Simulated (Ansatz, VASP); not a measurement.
# One calculation of Si3N4, two programs

```
CELL_PARAMETERS angstrom
7.69495 0.00000 0.00000
-3.84747 6.66402 0.00000
0.00000 0.00000 2.94049
ATOMIC_POSITIONS crystal
Si 0.76963 0.17563 0.32563
Si 0.59401 0.76963 0.82563
Si 0.82437 0.59401 0.32563
Si 0.23037 0.82437 0.82563
Si 0.40599 0.23037 0.32563
Si 0.17563 0.40599 0.82563
N 0.03155 0.33007 0.32563
N 0.70147 0.03155 0.82563
N 0.66993 0.70147 0.32563
N 0.96845 0.66993 0.82563
N 0.29853 0.96845 0.32563
N 0.33007 0.29853 0.82563
N 0.33333 0.66667 0.82563
N 0.66667 0.33333 0.32563
```

Change from the starting cell: volume scaled by 1.04, ions relaxed.

Alike in both runs: functional PBE; k mesh 4 × 4 × 9; occupations fermi-dirac, width 0.02 eV; no spin polarisation.

Ansatz relaxed the structure, and its values are those at the end. VASP's run is a single point on that final structure, the one shown.

|  | VASP | Ansatz |
| --- | --- | --- |
| version | VASP 6.6.1 | Ansatz 0.2.0 |
| potentials or method | VASP PAW PBE potentials, release 64 (Si, N) | plane-wave PAW, scalar-relativistic |
| plane-wave cutoff (eV) | 520 | 420 |
| valence electrons in the cell | 64 | 64 |

Ansatz gave:

| Item | Value |
| --- | --- |
| gap on the k mesh at the Fermi level (eV) | 4.22 |
| pressure (GPa) | -3.0 |

Problem. Estimate VASP's values.

Solution. gap on the k mesh at the Fermi level (eV): 4.20; pressure (GPa): -3.2.

The functional is the same, so the differences come from potentials, cutoffs and numerics. Ansatz's warnings: stress scf threshold loose.
